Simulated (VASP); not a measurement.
A run of VASP 6.6.1 is set up as follows.

Contents of INCAR:

```
SYSTEM = Ga3B
ALGO = Normal ; EDIFF = 1E-6
ENCUT = 520 ; GGA = PE
ISIF = 2 ; ISMEAR = 0
LASPH = .TRUE. ; LCHARG = .FALSE.
LREAL = .FALSE. ; LWAVE = .FALSE.
NBANDS = 29 ; NELM = 100
PREC = Accurate ; SIGMA = 0.1
```

The input KPOINTS:

```
k-points
0
G
  12 12 12
  0 0 0
```

POSCAR

```
Ga3B
1.0
    4.3870582907      0.0000000000      0.0000000000
    0.0000000000      4.3870582907      0.0000000000
    0.0000000000      0.0000000000      4.3870582907
Ga B
3 1
Direct
    0.5000000000      0.0000000000      0.0000000000
    0.0000000000      0.5000000000      0.0000000000
    0.0000000000      0.0000000000      0.5000000000
    0.0000000000      0.0000000000      0.0000000000
```

Potentials or basis: VASP PAW PBE potentials, release 64 (Ga_d, B).

The run is started by

```console
$ cat potpaw_PBE.64/Ga_d/POTCAR potpaw_PBE.64/B/POTCAR > POTCAR
$ mpirun -np 1 vasp_std > vasp.out
```

Problem. What does it give for the pressure?

Solution. 0.0 GPa.

Problem. Estimate the band gap on the k mesh.

Solution. Zero (band 21 reaches 3.80 eV, above the bottom of band 22 at 1.57 eV).
